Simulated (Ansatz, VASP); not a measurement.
## One calculation of Li, two programs

File INCAR:

```
ALGO = Normal
EDIFF = 1E-8
ENCUT = 650
GGA = PS
GGA_COMPAT = F
ISIF = 2
ISMEAR = -1
LASPH = T
LCHARG = F
LEFG = T
LREAL = F
LWAVE = F
NBANDS = 8
NELM = 120
PREC = Accurate
SIGMA = 0.08
```

Contents of KPOINTS:

```
k-points
0
Gamma
  13 13 13
```

POSCAR

```
Li
1.0
    0.0000000000      2.1570486114      2.1570486114
    2.1570486114      0.0000000000      2.1570486114
    2.1570486114      2.1570486114      0.0000000000
Li
1
Direct
    0.0000000000      0.0000000000      0.0000000000
```

Input for Ansatz:

```yaml
crystal:
  lattice:
    - [0.0, 2.1570486114, 2.1570486114]
    - [2.1570486114, 0.0, 2.1570486114]
    - [2.1570486114, 2.1570486114, 0.0]
  atoms:
    - { symbol: Li, position: [0.0, 0.0, 0.0] }
kpoints:
  mp_grid: { grid: [13, 13, 13] }
scf:
  occupations: { method: fermi_dirac, width: 0.08 }
hamiltonian:
  xc: pbesol
  pseudopotentials: { kind: all_electron, datasets: crystal }
output:
  forces: true
  stress: true
  eigenvalues: true
  efg: { contact_densities: true }
```

Change from the starting cell: volume scaled by 0.94, crystal datasets.

Alike in both runs: task electric field gradients; functional PBEsol; k mesh 13 × 13 × 13; occupations fermi-dirac, width 0.08 eV; no spin polarisation.

|  | VASP | Ansatz |
| --- | --- | --- |
| version | VASP 6.6.1 | Ansatz 0.2.0 |
| potentials or method | VASP PAW PBE potentials, release 64 (Li_sv), cutoff 650 eV | all-electron PAW with datasets made for the crystal, scalar-relativistic |

VASP gave:

```
pressure (GPa) : -0.1
```

Question: What did Ansatz give for the same quantities?

Answer: Pressure (GPa): 0.1.

VASP's potentials were made for PBE, not for PBEsol. Ansatz ran all-electron here, and VASP with PAW potentials.
